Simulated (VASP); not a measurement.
# Hg (I4/mmm) in VASP: notebook

The runs below take Hg through single point, with r2SCAN+D4, PBE, PBE+D3(BJ).

All numbers are computed with VASP 6.6.1; they aren't measurements. Logs are shortened: lines on timing, memory, paths and dates and some standing lists are left out, and cuts for length are marked.

**1. The cell of the first run**

Symmetry: I4/mmm, No. 139, tetragonal system. The conventional cell has a = 3.753 Å, b = 3.753 Å, c = 3.834 Å, α = 90.00°, β = 90.00°, γ = 90.00°. Hg (site symmetry 4/mmm) has 14 Hg at 3.27 to 3.83 Å within 4.3 Å.

**2. Single point, r2SCAN+D4**

File POSCAR:

```
Hg
1.0
   -1.8767364350      1.8767364350      1.9168448550
    1.8767364350     -1.8767364350      1.9168448550
    1.8767364350      1.8767364350     -1.9168448550
Hg
1
Direct
    0.5000000000      0.5000000000      0.0000000000
```

File INCAR.step1:

```
SYSTEM = Hg
PREC = Accurate ; ENCUT = 550
ISMEAR = -1 ; SIGMA = 0.05
LREAL = .False. ; LASPH = .True.
NELM = 120 ; NBANDS = 12
GGA = PE ; ALGO = Normal
EDIFF = 1E-5 ; LWAVE = .True.
LCHARG = .False. ; GGA_COMPAT = .False.
```

File INCAR.step2:

```
SYSTEM = Hg
PREC = Accurate ; ENCUT = 550
EDIFF = 1E-6 ; ISMEAR = -1
SIGMA = 0.05 ; LREAL = .False.
LASPH = .True. ; NELM = 120
ALGO = Normal ; ISIF = 2
LWAVE = .False. ; LCHARG = .False.
METAGGA = R2SCAN ; LMIXTAU = .True.
IVDW = 13 ; VDW_S6 = 1.0
VDW_S8 = 0.6018749 ; VDW_A1 = 0.51559235
VDW_A2 = 5.77342911 ; NBANDS = 12
ISTART = 1 ; GGA_COMPAT = .False.
```

File KPOINTS:

```
Automatic mesh
0
Gamma
  10 10 10
  0 0 0
```

Potentials or basis: VASP PAW PBE potentials, release 64 (Hg).

Launch:

```sh
$ cat potpaw_PBE.64/Hg/POTCAR > POTCAR
$ cp INCAR.step1 INCAR
$ mpirun -np 1 vasp_std > vasp.out
$ cp INCAR.step2 INCAR
$ mpirun -np 1 vasp_std > vasp.out
```

OUTCAR:

```text
SYSTEM = Hg
   PREC = Accurate
   ENCUT = 550
   EDIFF = 1E-6
   ISMEAR = -1
   LREAL = .False.
   LASPH = .True.
   NELM = 120
   ISIF = 2
   METAGGA = R2SCAN
   IVDW = 13
   ISTART = 1

 ion  position               nearest neighbor table
   1  0.500  0.500  0.000-

  LATTYP: Found a body centered tetragonal cell.
 ALAT       =     3.7534728700
 C/A-ratio  =     1.0213713653

  Lattice vectors:

 A1 = (  -1.8767364350,   1.8767364350,   1.9168448550)
 A2 = (   1.8767364350,  -1.8767364350,   1.9168448550)
 A3 = (   1.8767364350,   1.8767364350,  -1.9168448550)

Analysis of symmetry for initial positions (statically):
=====================================================================
 Subroutine PRICEL returns:
 Original cell was already a primitive cell.

 Routine SETGRP: Setting up the symmetry group for a
 body centered tetragonal supercell.

 Subroutine GETGRP returns: Found 16 space group operations
 (whereof 16 operations were pure point group operations)
 out of a pool of 16 trial point group operations.

The static configuration has the point symmetry D_4h.

Analysis of symmetry for dynamics (positions and initial velocities):
=====================================================================
 Subroutine PRICEL returns:
 Original cell was already a primitive cell.

 Routine SETGRP: Setting up the symmetry group for a
 body centered tetragonal supercell.

 Subroutine GETGRP returns: Found 16 space group operations
 (whereof 16 operations were pure point group operations)
 out of a pool of 16 trial point group operations.

The dynamic configuration has the point symmetry D_4h.

 Subroutine INISYM returns: Found 16 space group operations
 (whereof 16 operations are pure point group operations),
 and found     1 'primitive' translations

----------------------------------------------------------------------------------------

                                     Primitive cell

  volume of cell :      27.0056

  direct lattice vectors                    reciprocal lattice vectors
    -1.876736435  1.876736435  1.916844855     0.000000000  0.266419936  0.260845315
     1.876736435 -1.876736435  1.916844855     0.266419936  0.000000000  0.260845315
     1.876736435  1.876736435 -1.916844855     0.266419936  0.266419936  0.000000000

  length of vectors
     3.273923257  3.273923257  3.273923257     0.372853672  0.372853672  0.376774686

  position of ions in fractional coordinates (direct lattice)
     0.500000000  0.500000000  0.000000000
[... 83 lines left out ...]
   ISYM   =      2    0-nonsym 1-usesym 2-fastsym
   POTIM  = 0.5000    time-step for ionic-motion
   TEBEG  =    0.0;   TEEND  =   0.0 temperature during run
   PSTRESS=    0.0 pullay stress
   NELECT =      12.0000    total number of electrons
   NUPDOWN=      -1.0000    fix difference up-down
   EMIN   =  10.00;   EMAX   =-10.00  energy-range for DOS
   EFERMI =   0.00;   METHOD = LEGACY
   ISMEAR =    -1;   SIGMA  =   0.05  broadening in eV -4-tet -1-fermi 0-gaus
   EFERMI_NEDOS =   21; number of points for ismear=-14 and -15
   IALGO  =     38    algorithm
   IMIX   =      4    mixing-type and parameters
     AMIX     =   0.40;   BMIX     =  1.00
     AMIX_MAG =   1.60;   BMIX_MAG =  1.00
  volume/ion in A,a.u.               =      27.01       182.24
  Fermi-wavevector in a.u.,A,eV,Ry     =   1.249254  2.360748 21.233735  1.560635
  Thomas-Fermi vector in A             =   2.383303
   LORBIT       =      0    0 simple, 1 ext, 2 COOP (PROOUT), +10 PAW based schemes
   METAGGA = R2SCAN    functional components
   LHFCALC =     F    Hartree Fock is set to
   AEXX    =    0.0000 exact exchange contribution
   IVDW    =    13    specifies the selected vdW correction
   LEPSILON=     F    determine dielectric tensor
   LRPA    =     F    only Hartree local field effects (RPA)
 non-spin polarized calculation
  energy-cutoff  :      550.00
  volume of cell :       27.01
 maximum number of plane-waves:       808
 NGX is ok and might be reduce to    28
   NGX = 13   NGY = 13   NGZ = 13

 number of electron      12.0000001 magnetization

 Free energy of the ion-electron system (eV)
  ---------------------------------------------------
  ext. energy  EPLUGINS =         0.00000000
  ---------------------------------------------------
  free energy    TOTEN  =       -49.36332921 eV

  energy without entropy =      -49.36196047  energy(sigma->0) =      -49.36264484

 E-fermi :   1.6196     XC(G=0): -10.6565

 val. band max:        1.5746983285   @ k =  -0.4000   0.5000   0.3000
 cond. band min:       1.7926433838   @ k =   0.4000   0.1000   0.1000
 fundamental gap:      0.2179450553
 Fermi energy:         1.6196172897

 k-point     1 :       0.0000    0.0000    0.0000
  band No.  band energies     occupation
      1      -6.5467      2.00000
      2      -5.4440      2.00000
      3      -5.4440      2.00000
      4      -5.3978      2.00000
      5      -4.7540      2.00000
      6      -4.7056      2.00000
      7      16.4495      0.00000
      8      16.6125      0.00000
      9      16.6125      0.00000
     10      16.9482      0.00000
     11      17.2996      0.00000
     12      17.2996      0.00000
[... 331 lines left out ...]
 k-point    24 :       0.4000    0.3000   -0.0000
  band No.  band energies     occupation
      1      -5.7880      2.00000
      2      -5.3334      2.00000
      3      -5.0826      2.00000
      4      -4.7300      2.00000
      5      -4.5863      2.00000
      6       0.2987      2.00000
      7       3.3843      0.00000
      8       4.9812      0.00000
      9      11.2389      0.00000
     10      18.1499      0.00000
     11      19.0490      0.00000
     12      20.8966      0.00000

 [... further k-points ...]

------------------------ aborting loop because EDIFF is reached ----------------------------------------

  DFT-D4 for vdW energy calculation

  Edisp (eV):   -0.13562

  FORCE on cell =-STRESS in cart. coord.  units (eV):
  Direction    XX          YY          ZZ          XY          YZ          ZX
  --------------------------------------------------------------------------------------
  -------------------------------------------------------------------------------------
  Total      -0.06082    -0.06082    -0.05656     0.00000     0.00000     0.00000
  in kB      -3.60853    -3.60853    -3.35537     0.00000     0.00000     0.00000
  external pressure =       -3.52 kB  Pullay stress =        0.00 kB

 VOLUME and BASIS-vectors are now :
 -----------------------------------------------------------------------------
  energy-cutoff  :      550.00
  volume of cell :       27.01
      direct lattice vectors                 reciprocal lattice vectors
    -1.876736435  1.876736435  1.916844855     0.000000000  0.266419936  0.260845315
     1.876736435 -1.876736435  1.916844855     0.266419936  0.000000000  0.260845315
     1.876736435  1.876736435 -1.916844855     0.266419936  0.266419936  0.000000000

 POSITION                                       TOTAL-FORCE (eV/Angst)
 -----------------------------------------------------------------------------------
      0.00000      0.00000      1.91684        -0.000000      0.000000     -0.000000
 -----------------------------------------------------------------------------------
    total drift:                                0.000000     -0.000000      0.000000

  FREE ENERGIE OF THE ION-ELECTRON SYSTEM (eV)
  ---------------------------------------------------
  free  energy   TOTEN  =       -49.4989457194 eV

  energy  without entropy=      -49.4975769760  energy(sigma->0) =      -49.49826135
```

It took 68 s on 1 thread of Intel Xeon 6975P-C (Granite Rapids), shared host; peak memory 0.18 GiB.

Results:

* Free energy: -49.4989 eV
* Pressure: -0.4 GPa
* Band gap on the k mesh: zero (bands 6 and 7 overlap by 2.98 eV)
* Dispersion energy per atom: -0.136 eV

Caveat: the PAW data sets were made with another functional, which shifts forces and pressure a little; spin-orbit coupling is left out, which moves the levels of the heavy elements.

**3. Single point, PBE, non-collinear spin, zero start, spin-orbit coupling**

File INCAR:

```
  PREC = Accurate
  ENCUT = 500
  EDIFF = 1E-6
  ISMEAR = 1
  SIGMA = 0.05
  LREAL = F
  LASPH = T
  NELM = 200
  ALGO = Normal
  ISIF = 2
  LWAVE = F
  LCHARG = F
  MAGMOM = 0 0 0
  LORBIT = 11
  LSORBIT = T
  GGA_COMPAT = F
  LORBMOM = T
  GGA = PE
  NBANDS = 23
```

File KPOINTS:

```
Automatic mesh
0
Gamma
  10 10 10
```

POSCAR is that of step 2.

Potentials or basis: VASP PAW PBE potentials, release 64 (Hg).

Launch:

```sh
$ cat potpaw_PBE.64/Hg/POTCAR > POTCAR
$ mpirun -np 1 vasp_ncl > vasp.out
```

It took 31 s on 1 thread of Intel Xeon 6975P-C (Granite Rapids), shared host; peak memory 0.25 GiB.

It converged, with:

* Free energy: -0.4039 eV
* Pressure: 1.0 GPa
* Net moment: 0.00 μB per cell
* Valence electrons inside the program's atomic spheres: Hg 10.43

Stress tensor (GPa, compression positive):
```
0.94 0.00 0.00
0.00 0.94 0.00
0.00 0.00 1.13
```

Moments on the atoms (μB; x, y, z):
```
Hg  0.00 0.00 0.00
```

(Part 1 of 2 ends here.)
